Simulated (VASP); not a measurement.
# PbS (I4/mmm) in VASP: notebook

PbS is run at these levels: LDA; tasks: single point.

Program: VASP 6.6.1. These are calculated values, not measurements. Logs are shortened: lines on timing, memory, paths and dates and some standing lists are left out, and cuts for length are marked.

### Step 1. The cell of the first run

Symmetry: I4/mmm, No. 139, tetragonal system. The conventional cell has a = 4.193 Å, b = 4.193 Å, c = 5.989 Å, α = 90.00°, β = 90.00°, γ = 90.00°. Pb (site symmetry 4/mmm) has 6 S at 2.96 to 2.99 Å within 3.9 Å. S (site symmetry 4/mmm) has 6 Pb at 2.96 to 2.99 Å within 3.9 Å.

### Step 2. Single point, LDA (zz strain of +1 %)

Input file INCAR:

```
SYSTEM = PbS
PREC = Accurate
ENCUT = 520
EDIFF = 1E-7
ISMEAR = -1
SIGMA = 0.01
LREAL = .False.
LASPH = .True.
NELM = 80
ALGO = Normal
ISIF = 2
LWAVE = .False.
LCHARG = .True.
LELF = .True.
LVHAR = .True.
NBANDS = 17
```

Input file KPOINTS:

```
Automatic mesh
0
Gamma
  8 8 8
  0 0 0
```

Input file POSCAR:

```
PbS
1.0
    0.0000000000      2.9650000000      2.9946500000
    2.9650000000      0.0000000000      2.9946500000
    2.9650000000      2.9650000000      0.0000000000
Pb S
1 1
Direct
    0.0000000000      0.0000000000      0.0000000000
    0.5000000000      0.5000000000      0.5000000000
```

Potentials or basis: VASP PAW LDA potentials, release 64 (Pb_d, S).

Run with:

```bash
$ cat potpaw_LDA.64/Pb_d/POTCAR potpaw_LDA.64/S/POTCAR > POTCAR
$ mpirun -np 1 vasp_std > vasp.out
```

OUTCAR:

```text
SYSTEM = PbS
   PREC = Accurate
   ENCUT = 520
   EDIFF = 1E-7
   ISMEAR = -1
   LREAL = .False.
   LASPH = .True.
   NELM = 80
   ISIF = 2

 ion  position               nearest neighbor table
   1  0.000  0.000  0.000-   2 2.96   2 2.96   2 2.96   2 2.96   2 2.99   2 2.99
   2  0.500  0.500  0.500-   1 2.96   1 2.96   1 2.96   1 2.96   1 2.99   1 2.99

  LATTYP: Found a body centered tetragonal cell.
 ALAT       =     4.1931432124
 C/A-ratio  =     1.4283556980

  Lattice vectors:

 A1 = (  -2.9650000000,   0.0000000000,   2.9946500000)
 A2 = (   2.9650000000,   0.0000000000,   2.9946500000)
 A3 = (   0.0000000000,   2.9650000000,  -2.9946500000)

Analysis of symmetry for initial positions (statically):
=====================================================================
 Subroutine PRICEL returns:
 Original cell was already a primitive cell.

 Routine SETGRP: Setting up the symmetry group for a
 body centered tetragonal supercell.

 Subroutine GETGRP returns: Found 16 space group operations
 (whereof 16 operations were pure point group operations)
 out of a pool of 16 trial point group operations.

The static configuration has the point symmetry D_4h.

Analysis of symmetry for dynamics (positions and initial velocities):
=====================================================================
 Subroutine PRICEL returns:
 Original cell was already a primitive cell.

 Routine SETGRP: Setting up the symmetry group for a
 body centered tetragonal supercell.

 Subroutine GETGRP returns: Found 16 space group operations
 (whereof 16 operations were pure point group operations)
 out of a pool of 16 trial point group operations.

The dynamic configuration has the point symmetry D_4h.

 Subroutine INISYM returns: Found 16 space group operations
 (whereof 16 operations are pure point group operations),
 and found     1 'primitive' translations

----------------------------------------------------------------------------------------

                                     Primitive cell

  volume of cell :      52.6533

  direct lattice vectors                    reciprocal lattice vectors
     0.000000000  2.965000000  2.994650000    -0.168634064  0.168634064  0.166964420
     2.965000000  0.000000000  2.994650000     0.168634064 -0.168634064  0.166964420
     2.965000000  2.965000000  0.000000000     0.168634064  0.168634064 -0.166964420

  length of vectors
     4.214161082  4.214161082  4.193143212     0.291121989  0.291121989  0.291121989

  position of ions in fractional coordinates (direct lattice)
     0.000000000  0.000000000  0.000000000
     0.500000000  0.500000000  0.500000000

  ion indices of the primitive-cell ions
   primitive index   ion index
                 1           1
                 2           2

----------------------------------------------------------------------------------------

 KPOINTS: Automatic mesh

Automatic generation of k-mesh.
 Grid dimensions read from file:
 generate k-points for:    8    8    8

 Generating k-lattice:

  Cartesian coordinates                     Fractional coordinates (reciprocal lattice)
    -0.021079258  0.021079258  0.020870552     0.125000000 -0.000000000  0.000000000
     0.021079258 -0.021079258  0.020870552    -0.000000000  0.125000000  0.000000000
     0.021079258  0.021079258 -0.020870552     0.000000000  0.000000000  0.125000000

  Length of vectors
     0.036390249  0.036390249  0.036390249

  Shift w.r.t. Gamma in fractional coordinates (k-lattice)
     0.000000000  0.000000000  0.000000000

 Subroutine IBZKPT returns following result:
 ===========================================

 Found     59 irreducible k-points:

 Following reciprocal coordinates:
            Coordinates               Weight
  0.000000  0.000000  0.000000      1.000000
  0.125000 -0.000000  0.000000      8.000000
  0.250000 -0.000000  0.000000      8.000000
  0.375000 -0.000000  0.000000      8.000000
  0.500000 -0.000000  0.000000      4.000000
  0.125000  0.125000  0.000000      2.000000
[... 16 lines left out ...]
  0.250000 -0.000000  0.125000     16.000000
  0.375000 -0.000000  0.125000     16.000000
 [... further k-points ...]
   k-points           NKPTS =     59   k-points in BZ     NKDIM =     59   number of bands    NBANDS=     17
   number of dos      NEDOS =    301   number of ions     NIONS =      2
   total plane-waves  NPLWV =  32768
   dimension x,y,z NGX =    32 NGY =   32 NGZ =   32
   dimension x,y,z NGXF=    64 NGYF=   64 NGZF=   64
   ions per type =               1   1
   NGX,Y,Z   is equivalent  to a cutoff of  12.62, 12.62, 12.69 a.u.
   NGXF,Y,Z  is equivalent  to a cutoff of  25.25, 25.25, 25.37 a.u.
 SYSTEM =  PbS
   PREC   = accura    normal or accurate (medium, high low for compatibility)
   ISTART =      0    job   : 0-new  1-cont  2-samecut
   ICHARG =      2    charge: 1-file 2-atom 10-const
   ISPIN  =      1    spin polarized calculation?
   LNONCOLLINEAR =      F non collinear calculations
   LSORBIT =      F    spin-orbit coupling
   LASPH  =      T    aspherical Exc in radial PAW
   ENCUT  =  520.0 eV  38.22 Ry    6.18 a.u.   7.84  7.84  7.80*2*pi/ulx,y,z
   NELM   =     80;   NELMIN=  2; NELMDL= -5     # of ELM steps
   EDIFF  = 0.1E-06   stopping-criterion for ELM
   LREAL  =      F    real-space projection
   EDIFFG = 0.1E-05   stopping-criterion for IOM
   NSW    =      0    number of steps for IOM
   IBRION =     -1    ionic relax: 0-MD 1-quasi-New 2-CG
   NFREE  =      0    steps in history (QN), initial steepest desc. (CG)
   ISIF   =      2    stress and relaxation
   ISYM   =      2    0-nonsym 1-usesym 2-fastsym
   POTIM  = 0.5000    time-step for ionic-motion
   TEBEG  =    0.0;   TEEND  =   0.0 temperature during run
   PSTRESS=    0.0 pullay stress
   NELECT =      20.0000    total number of electrons
   NUPDOWN=      -1.0000    fix difference up-down
   EMIN   =  10.00;   EMAX   =-10.00  energy-range for DOS
   EFERMI =   0.00;   METHOD = LEGACY
   ISMEAR =    -1;   SIGMA  =   0.01  broadening in eV -4-tet -1-fermi 0-gaus
   EFERMI_NEDOS =   21; number of points for ismear=-14 and -15
   IALGO  =     38    algorithm
   IMIX   =      4    mixing-type and parameters
     AMIX     =   0.40;   BMIX     =  1.00
     AMIX_MAG =   1.60;   BMIX_MAG =  1.00
  volume/ion in A,a.u.               =      26.33       177.66
  Fermi-wavevector in a.u.,A,eV,Ry     =   1.185613  2.240484 19.125418  1.405679
  Thomas-Fermi vector in A             =   2.321803
   LORBIT       =      0    0 simple, 1 ext, 2 COOP (PROOUT), +10 PAW based schemes
   GGA     = CA    functional components
   LHFCALC =     F    Hartree Fock is set to
   AEXX    =    0.0000 exact exchange contribution
   IVDW    =     0    specifies the selected vdW correction
   LEPSILON=     F    determine dielectric tensor
   LRPA    =     F    only Hartree local field effects (RPA)
 non-spin polarized calculation
  energy-cutoff  :      520.00
  volume of cell :       52.65
 maximum number of plane-waves:      1432
   NGX = 15   NGY = 15   NGZ = 15

 number of electron      20.0000000 magnetization

 Free energy of the ion-electron system (eV)
  ---------------------------------------------------
  ext. energy  EPLUGINS =         0.00000000
  ---------------------------------------------------
  free energy    TOTEN  =        -9.97276372 eV

  energy without entropy =       -9.97276369  energy(sigma->0) =       -9.97276371

 E-fermi :   5.5865     XC(G=0):  -9.9870

 val. band max:        5.4682957466   @ k =   0.5000  -0.0000   0.0000
 cond. band min:       5.7047945839   @ k =   0.5000  -0.0000   0.0000
 fundamental gap:      0.2364988373
 Fermi energy:         5.5865477915

 k-point     1 :       0.0000    0.0000    0.0000
  band No.  band energies     occupation
      1     -11.2854      2.00000
      2     -11.2854      2.00000
      3     -11.2834      2.00000
      4     -11.2788      2.00000
      5     -11.2723      2.00000
      6      -8.0134      2.00000
[... 9 lines left out ...]
     16      12.1618      0.00000
     17      13.9363      0.00000

 k-point     2 :       0.1250   -0.0000    0.0000
  band No.  band energies     occupation
      1     -11.2851      2.00000
      2     -11.2836      2.00000
      3     -11.2830      2.00000
      4     -11.2756      2.00000
      5     -11.2728      2.00000
      6      -7.8791      2.00000
[... 9 lines left out ...]
     16      12.5231      0.00000
     17      15.1437      0.00000

 k-point     3 :       0.2500   -0.0000    0.0000
  band No.  band energies     occupation
      1     -11.2943      2.00000
      2     -11.2906      2.00000
      3     -11.2828      2.00000
      4     -11.2604      2.00000
      5     -11.2595      2.00000
      6      -7.5047      2.00000
[... 9 lines left out ...]
     16      13.3644      0.00000
     17      17.1112      0.00000

 k-point     4 :       0.3750   -0.0000    0.0000
  band No.  band energies     occupation
      1     -11.3044      2.00000
      2     -11.3010      2.00000
      3     -11.2820      2.00000
      4     -11.2453      2.00000
      5     -11.2429      2.00000
      6      -7.0144      2.00000
[... 9 lines left out ...]
     16      14.6106      0.00000
     17      17.0859      0.00000
[... 343 lines left out ...]
      1     -11.2892      2.00000
      2     -11.2859      2.00000
      3     -11.2772      2.00000
      4     -11.2745      2.00000
      5     -11.2730      2.00000
      6      -7.8309      2.00000
[... 9 lines left out ...]
     16      13.2776      0.00000
     17      14.5795      0.00000

 k-point    23 :       0.2500   -0.0000    0.1250
  band No.  band energies     occupation
      1     -11.3013      2.00000
      2     -11.2892      2.00000
      3     -11.2801      2.00000
      4     -11.2659      2.00000
      5     -11.2574      2.00000
      6      -7.5297      2.00000
[... 9 lines left out ...]
     16      14.0947      0.00000
     17      15.8214      0.00000

 k-point    24 :       0.3750   -0.0000    0.1250
  band No.  band energies     occupation
      1     -11.3154      2.00000
      2     -11.2901      2.00000
      3     -11.2838      2.00000
      4     -11.2554      2.00000
      5     -11.2412      2.00000
      6      -7.0650      2.00000
[... 9 lines left out ...]
     16      15.1810      0.00000
     17      17.0253      0.00000

 [... further k-points ...]

------------------------ aborting loop because EDIFF is reached ----------------------------------------

  FORCE on cell =-STRESS in cart. coord.  units (eV):
  Direction    XX          YY          ZZ          XY          YZ          ZX
  --------------------------------------------------------------------------------------
  -------------------------------------------------------------------------------------
  Total       -0.8692817     -0.8692817     -1.2366099      0.0000000      0.0000000     -0.0000000
  in kB      -26.4512156    -26.4512156    -37.6285806      0.0000000      0.0000000     -0.0000000
  external PRESSURE =     -30.1770039 kB  Pullay stress =       0.0000000 kB

 VOLUME and BASIS-vectors are now :
 -----------------------------------------------------------------------------
  energy-cutoff  :      520.00
  volume of cell :       52.65
      direct lattice vectors                 reciprocal lattice vectors
     0.000000000  2.965000000  2.994650000    -0.168634064  0.168634064  0.166964420
     2.965000000  0.000000000  2.994650000     0.168634064 -0.168634064  0.166964420
     2.965000000  2.965000000  0.000000000     0.168634064  0.168634064 -0.166964420

 POSITION                                       TOTAL-FORCE (eV/Angst)
 -----------------------------------------------------------------------------------
      0.00000      0.00000      0.00000         0.000000      0.000000      0.000000
      2.96500      2.96500      2.99465         0.000000      0.000000     -0.000000
 -----------------------------------------------------------------------------------
    total drift:                                0.000000     -0.000000     -0.000000

  FREE ENERGIE OF THE ION-ELECTRON SYSTEM (eV)
  ---------------------------------------------------
  free  energy   TOTEN  =        -9.9727637228 eV

  energy  without entropy=       -9.9727636935  energy(sigma->0) =       -9.97276371
```

Wall time 52 s (1 thread of Intel Xeon 8259CL, shared host); peak memory 0.19 GiB.

Results:

```yaml
Free_energy: -9.9728 eV
Pressure: -3.0 GPa
Band_gap_on_the_k_mesh: 0.24 eV
```

Levels at points of the mesh, in eV from the valence-band top:
```
           k point  band 6  band 7  band 8  band 9  band 10  band 11  band 12  band 13  band 14  band 15
(0.00, 0.00, 0.00)  -13.48   -6.09   -2.14   -2.14    -2.06     4.90     5.12     5.12     6.63     6.69
(0.50, 0.00, 0.00)  -12.21   -8.87   -1.72   -1.70     0.00     0.24     1.83     1.89     8.47    10.08
(0.50, 0.50, 0.00)  -11.83   -7.22   -5.16   -3.38    -3.38     3.80     5.36     5.57     5.57    11.19
(0.50, 0.00, 0.50)  -11.78   -7.28   -5.18   -3.45    -3.35     3.76     5.41     5.48     5.62    11.16
```

Caveat: the cell differs from its parent crystal (zz strain of +1 %); the cell stands under tension; spin-orbit coupling is left out, which moves the levels of the heavy elements. A k mesh can miss the band edges.

[end of part 1 of 2]
